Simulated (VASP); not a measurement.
# W in VASP: single point with PBE

Aim: the single point of W with PBE.

Everything below comes from runs of VASP 6.6.1. Logs are shortened: lines on timing, memory, paths and dates and some standing lists are left out, and cuts for length are marked.

### Step 1. The cell of the first run

The cell holds a slab with vacuum, 6 atoms: a = 2.757 Å, b = 2.757 Å, c = 27.256 Å, α = 90.00°, β = 90.00°, γ = 109.47°.

### Step 2. Single point, PBE

The input, INCAR:

```
PREC     = Accurate       # precision mode
ENCUT    = 520            # plane-wave cutoff, eV
EDIFF    = 1E-6           # SCF threshold, eV
ISMEAR   = -1             # smearing method
SIGMA    = 0.1            # smearing width, eV
LREAL    = F              # projectors in reciprocal space
LASPH    = T              # aspherical terms in the spheres
NELM     = 80             # most SCF steps
ALGO     = Normal         # electronic algorithm
ISIF     = 2              # what is computed and relaxed
LWAVE    = F              # write WAVECAR
LCHARG   = F              # write CHGCAR
LDIPOL   = T            
IDIPOL   = 3            
DIPOL    = 0.5 0.5 0.500
GGA      = PE             # functional
NBANDS   = 51             # bands
```

The input, KPOINTS:

```
regular mesh
0
Gamma
  13 13 1
```

The input, POSCAR:

```
W
1.0
    2.7570193923      0.0000000000      0.0000000000
   -0.9190064641      2.5993428109      0.0000000000
    0.0000000000      0.0000000000     27.2555000000
W
6
Direct
    0.2500000000      0.2500000000      0.2935190230
    0.7500000000      0.7500000000      0.3761114138
    0.2500000000      0.2500000000      0.4587038046
    0.7500000000      0.7500000000      0.5412961954
    0.2500000000      0.2500000000      0.6238885862
    0.7500000000      0.7500000000      0.7064809770
```

Potentials or basis: VASP PAW PBE potentials, release 64 (W_sv).

Run with:

```console
$ cat potpaw_PBE.64/W_sv/POTCAR > POTCAR
$ mpirun -np 1 vasp_std > vasp.out
```

OUTCAR:

```text
PREC = Accurate
   ENCUT = 520
   EDIFF = 1E-6
   ISMEAR = -1
   LREAL = F
   LASPH = T
   NELM = 80
   ISIF = 2
   GGA = PE

 ion  position               nearest neighbor table
   1  0.250  0.250  0.294-   2 2.76   2 2.76   2 3.18   2 3.18
   2  0.750  0.750  0.376-   1 2.76   1 2.76   3 2.76   3 2.76   1 3.18   1 3.18   3 3.18   3 3.18

   3  0.250  0.250  0.459-   2 2.76   4 2.76   2 2.76   4 2.76   2 3.18   4 3.18   2 3.18   4 3.18

   4  0.750  0.750  0.541-   3 2.76   5 2.76   3 2.76   5 2.76   3 3.18   5 3.18   3 3.18   5 3.18

   5  0.250  0.250  0.624-   6 2.76   6 2.76   4 2.76   4 2.76   6 3.18   6 3.18   4 3.18   4 3.18

   6  0.750  0.750  0.706-   5 2.76   5 2.76   5 3.18   5 3.18

  LATTYP: Found a base centered orthorhombic cell.
 ALAT       =     3.1835317766
 B/A-ratio  =     1.4142135624
 C/A-ratio  =     8.5614034702

  Lattice vectors:

 A1 = (   2.7570193923,   0.0000000000,   0.0000000000)
 A2 = (  -0.9190064641,   2.5993428109,   0.0000000000)
 A3 = (   0.0000000000,   0.0000000000,  27.2555000000)

Analysis of symmetry for initial positions (statically):
=====================================================================
 Subroutine PRICEL returns:
 Original cell was already a primitive cell.

 Routine SETGRP: Setting up the symmetry group for a
 base centered orthorhombic supercell.

 Subroutine GETGRP returns: Found  8 space group operations
 (whereof  4 operations were pure point group operations)
 out of a pool of  8 trial point group operations.

The static configuration has the point symmetry C_2h.
 The point group associated with its full space group is D_2h.

Analysis of symmetry for dynamics (positions and initial velocities):
=====================================================================
 Subroutine PRICEL returns:
 Original cell was already a primitive cell.

 Routine SETGRP: Setting up the symmetry group for a
 base centered orthorhombic supercell.

 Subroutine GETGRP returns: Found  8 space group operations
 (whereof  4 operations were pure point group operations)
 out of a pool of  8 trial point group operations.

The dynamic configuration has the point symmetry C_2h.
 The point group associated with its full space group is D_2h.

 Subroutine INISYM returns: Found  8 space group operations
 (whereof  4 operations are pure point group operations),
 and found     1 'primitive' translations

----------------------------------------------------------------------------------------

                                     Primitive cell

  volume of cell :     195.3249

  direct lattice vectors                    reciprocal lattice vectors
     2.757019392  0.000000000  0.000000000     0.362710543  0.128237542  0.000000000
    -0.919006464  2.599342811  0.000000000     0.000000000  0.384712627  0.000000000
     0.000000000  0.000000000 27.255500000     0.000000000  0.000000000  0.036689842

  length of vectors
     2.757019392  2.757019392 27.255500000     0.384712627  0.384712627  0.036689842

  position of ions in fractional coordinates (direct lattice)
     0.250000000  0.250000000  0.293519023
     0.750000000  0.750000000  0.376111414
     0.250000000  0.250000000  0.458703805
     0.750000000  0.750000000  0.541296195
     0.250000000  0.250000000  0.623888586
     0.750000000  0.750000000  0.706480977

  ion indices of the primitive-cell ions
   primitive index   ion index
                 1           1
                 2           2
                 3           3
                 4           4
                 5           5
                 6           6

----------------------------------------------------------------------------------------

 KPOINTS: regular mesh

Automatic generation of k-mesh.
 Grid dimensions read from file:
 generate k-points for:   13   13    1

 Generating k-lattice:

  Cartesian coordinates                     Fractional coordinates (reciprocal lattice)
     0.027900811  0.009864426  0.000000000     0.076923077  0.000000000  0.000000000
     0.000000000  0.029593279  0.000000000     0.000000000  0.076923077  0.000000000
     0.000000000  0.000000000  0.036689842     0.000000000  0.000000000  1.000000000

  Length of vectors
     0.029593279  0.029593279  0.036689842

  Shift w.r.t. Gamma in fractional coordinates (k-lattice)
     0.000000000  0.000000000  0.000000000

 Subroutine IBZKPT returns following result:
 ===========================================

 Found     49 irreducible k-points:

 Following reciprocal coordinates:
            Coordinates               Weight
  0.000000  0.000000  0.000000      1.000000
  0.076923  0.000000  0.000000      4.000000
  0.153846  0.000000  0.000000      4.000000
  0.230769  0.000000  0.000000      4.000000
  0.307692  0.000000  0.000000      4.000000
  0.384615  0.000000  0.000000      4.000000
[... 16 lines left out ...]
  0.384615  0.153846  0.000000      4.000000
  0.461538  0.153846  0.000000      4.000000
 [... further k-points ...]
   k-points           NKPTS =     49   k-points in BZ     NKDIM =     49   number of bands    NBANDS=     51
   number of dos      NEDOS =    301   number of ions     NIONS =      6
   total plane-waves  NPLWV = 120960
   dimension x,y,z NGX =    24 NGY =   24 NGZ =  210
   dimension x,y,z NGXF=    48 NGYF=   48 NGZF=  420
   ions per type =               6
   NGX,Y,Z   is equivalent  to a cutoff of  14.47, 14.47, 12.81 a.u.
   NGXF,Y,Z  is equivalent  to a cutoff of  28.94, 28.94, 25.62 a.u.
 SYSTEM =  unknown system
   PREC   = accura    normal or accurate (medium, high low for compatibility)
   ISTART =      0    job   : 0-new  1-cont  2-samecut
   ICHARG =      2    charge: 1-file 2-atom 10-const
   ISPIN  =      1    spin polarized calculation?
   LNONCOLLINEAR =      F non collinear calculations
   LSORBIT =      F    spin-orbit coupling
   LASPH  =      T    aspherical Exc in radial PAW
   ENCUT  =  520.0 eV  38.22 Ry    6.18 a.u.   5.13  5.13 50.68*2*pi/ulx,y,z
   NELM   =     80;   NELMIN=  2; NELMDL= -5     # of ELM steps
   EDIFF  = 0.1E-05   stopping-criterion for ELM
   LREAL  =      F    real-space projection
   EDIFFG = 0.1E-04   stopping-criterion for IOM
   NSW    =      0    number of steps for IOM
   IBRION =     -1    ionic relax: 0-MD 1-quasi-New 2-CG
   NFREE  =      0    steps in history (QN), initial steepest desc. (CG)
   ISIF   =      2    stress and relaxation
   ISYM   =      2    0-nonsym 1-usesym 2-fastsym
   POTIM  = 0.5000    time-step for ionic-motion
   TEBEG  =    0.0;   TEEND  =   0.0 temperature during run
   PSTRESS=    0.0 pullay stress
   NELECT =      84.0000    total number of electrons
   NUPDOWN=      -1.0000    fix difference up-down
   EMIN   =  10.00;   EMAX   =-10.00  energy-range for DOS
   EFERMI =   0.00;   METHOD = LEGACY
   ISMEAR =    -1;   SIGMA  =   0.10  broadening in eV -4-tet -1-fermi 0-gaus
   EFERMI_NEDOS =   21; number of points for ismear=-14 and -15
   IALGO  =     38    algorithm
   IMIX   =      4    mixing-type and parameters
     AMIX     =   0.40;   BMIX     =  1.00
     AMIX_MAG =   1.60;   BMIX_MAG =  1.00
  volume/ion in A,a.u.               =      32.55       219.69
  Fermi-wavevector in a.u.,A,eV,Ry     =   1.235707  2.335147 20.775704  1.526971
  Thomas-Fermi vector in A             =   2.370345
   LORBIT       =      0    0 simple, 1 ext, 2 COOP (PROOUT), +10 PAW based schemes
   GGA     = PE    functional components
   LHFCALC =     F    Hartree Fock is set to
   AEXX    =    0.0000 exact exchange contribution
   IVDW    =     0    specifies the selected vdW correction
   LEPSILON=     F    determine dielectric tensor
   LRPA    =     F    only Hartree local field effects (RPA)
 non-spin polarized calculation
  energy-cutoff  :      520.00
  volume of cell :      195.32
 maximum number of plane-waves:      5304
 NGX is ok and might be reduce to    24
   NGX = 11   NGY = 11   NGZ =101

 number of electron      83.9999996 magnetization

 dipolmoment           0.000000      0.000000      0.000000 electrons x Angstroem

 Free energy of the ion-electron system (eV)
  ---------------------------------------------------
  ext. energy  EPLUGINS =         0.00000000
  ---------------------------------------------------
  free energy    TOTEN  =       -74.83569569 eV

  energy without entropy =      -74.70830785  energy(sigma->0) =      -74.77200177

 E-fermi :   3.1383     XC(G=0):  -7.5127

 val. band max:        3.1377446814   @ k =   0.0769   0.0000   0.0000
 cond. band min:       3.1392210490   @ k =   0.4615   0.2308   0.0000
 fundamental gap:      0.0014763676
 Fermi energy:         3.1383377554

 k-point     1 :       0.0000    0.0000    0.0000
  band No.  band energies     occupation
      1     -71.0908      2.00000
      2     -71.0747      2.00000
      3     -71.0299      2.00000
      4     -70.9842      2.00000
      5     -70.9074      2.00000
      6     -70.9072      2.00000
[... 43 lines left out ...]
     50       5.1328      0.00000
     51       5.3667      0.00000

 k-point     2 :       0.0769    0.0000    0.0000
  band No.  band energies     occupation
      1     -71.0858      2.00000
      2     -71.0704      2.00000
      3     -71.0265      2.00000
      4     -70.9818      2.00000
      5     -70.9042      2.00000
      6     -70.9041      2.00000
[... 43 lines left out ...]
     50       4.9936      0.00000
     51       5.1968      0.00000

 k-point     3 :       0.1538    0.0000    0.0000
  band No.  band energies     occupation
      1     -71.0718      2.00000
      2     -71.0584      2.00000
      3     -71.0172      2.00000
      4     -70.9757      2.00000
      5     -70.8957      2.00000
      6     -70.8955      2.00000
[... 1123 lines left out ...]
     50       5.9752      0.00000
     51       6.2976      0.00000

 k-point    24 :       0.4615    0.1538    0.0000
  band No.  band energies     occupation
      1     -70.9868      2.00000
      2     -70.9861      2.00000
      3     -70.9594      2.00000
      4     -70.9456      2.00000
      5     -70.8431      2.00000
      6     -70.8431      2.00000
[... 43 lines left out ...]
     50       5.8619      0.00000
     51       6.2571      0.00000

 [... further k-points ...]

------------------------ aborting loop because EDIFF is reached ----------------------------------------

 vacuum level on the upper side and lower side of the slab       (xc-potential included)        -0.177        -0.177

  FORCE on cell =-STRESS in cart. coord.  units (eV):
  Direction    XX          YY          ZZ          XY          YZ          ZX
  --------------------------------------------------------------------------------------
  -------------------------------------------------------------------------------------
  Total       -4.6982508     -5.2216392     -2.7047959     -0.7401830     -0.0000000      0.0000000
  in kB      -38.5380060    -42.8311671    -22.1864363     -6.0714466     -0.0000000      0.0000000
  external PRESSURE =     -34.5185365 kB  Pullay stress =       0.0000000 kB

 VOLUME and BASIS-vectors are now :
 -----------------------------------------------------------------------------
  energy-cutoff  :      520.00
  volume of cell :      195.32
      direct lattice vectors                 reciprocal lattice vectors
     2.757019392  0.000000000  0.000000000     0.362710543  0.128237542  0.000000000
    -0.919006464  2.599342811  0.000000000     0.000000000  0.384712627  0.000000000
     0.000000000  0.000000000 27.255500000     0.000000000  0.000000000  0.036689842

 POSITION                                       TOTAL-FORCE (eV/Angst)
 -----------------------------------------------------------------------------------
      0.45950      0.64984      8.00001        -0.000000      0.000000      0.651058
      1.37851      1.94951     10.25110        -0.000000     -0.000000     -0.725399
      0.45950      0.64984     12.50220         0.000000      0.000000      0.090664
      1.37851      1.94951     14.75330         0.000000     -0.000000     -0.090664
      0.45950      0.64984     17.00440         0.000000      0.000000      0.725399
      1.37851      1.94951     19.25549         0.000000     -0.000000     -0.651058
 -----------------------------------------------------------------------------------
    total drift:                                0.000000      0.000000      0.000000

  FREE ENERGIE OF THE ION-ELECTRON SYSTEM (eV)
  ---------------------------------------------------
  free  energy   TOTEN  =       -74.8356956876 eV

  energy  without entropy=      -74.7083078495  energy(sigma->0) =      -74.77200177

 vacuum level on the upper side and lower side of the slab         7.906         7.906
```

Wall time 12 min (1 thread of AMD EPYC 7R13 (Zen 3), shared host); peak memory 0.51 GiB.

What came out:

```yaml
Free_energy: -74.8357 eV
Largest_force: 0.725 eV/Å
Band_gap_on_the_k_mesh: zero (bands 42 and 43 overlap by 1.76 eV)
```

Forces on the atoms (eV/Å):
```
W    0.000  0.000  0.651
W    0.000  0.000 -0.725
W    0.000  0.000  0.091
W    0.000  0.000 -0.091
W    0.000  0.000  0.725
W    0.000  0.000 -0.651
```

Levels at points of the mesh, in eV from the Fermi level:
| k point | band 38 | band 39 | band 40 | band 41 | band 42 | band 43 | band 44 | band 45 | band 46 | band 47 |
| --- | --- | --- | --- | --- | --- | --- | --- | --- | --- | --- |
| (0.00, 0.00, 0.00) | -1.31 | -1.29 | -1.22 | -1.03 | -0.95 | -0.16 | -0.02 | 0.55 | 1.06 | 1.61 |

Caveat: spin-orbit coupling is left out, which moves the levels of the heavy elements.
